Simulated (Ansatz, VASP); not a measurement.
# B2AsN: VASP beside Ansatz

```xyz
4
Lattice="3.0546 0.0000 0.0000 0.0000 3.0546 0.0000 0.0000 0.0000 4.3829" Properties=species:S:1:pos:R:3 pbc="T T T"
N     0.0000    0.0000    0.0000
B     0.0000    1.5273    3.5202
B     1.5273    0.0000    0.8626
As    1.5273    1.5273    2.1914
```

Alike in both runs: task single point; functional PBE; k mesh 8 × 8 × 6; occupations fermi-dirac, width 0.02 eV; no spin polarisation.

|  | VASP | Ansatz |
| --- | --- | --- |
| version | VASP 6.6.1 | Ansatz 0.2.0 |
| potentials or method | VASP PAW PBE potentials, release 64 (N, B, As_d) | plane waves, PAW |
| plane-wave cutoff (eV) | 700 | 420 |
| valence electrons in the cell | 26 | 26 |

```csv
,VASP,Ansatz,Ansatz less VASP
pressure (GPa),-10.7,-10.5,+0.24
rms of the force components (eV/Å),0.126,0.118,-0.0076
```

The functional is the same, so the differences come from potentials, cutoffs and numerics.
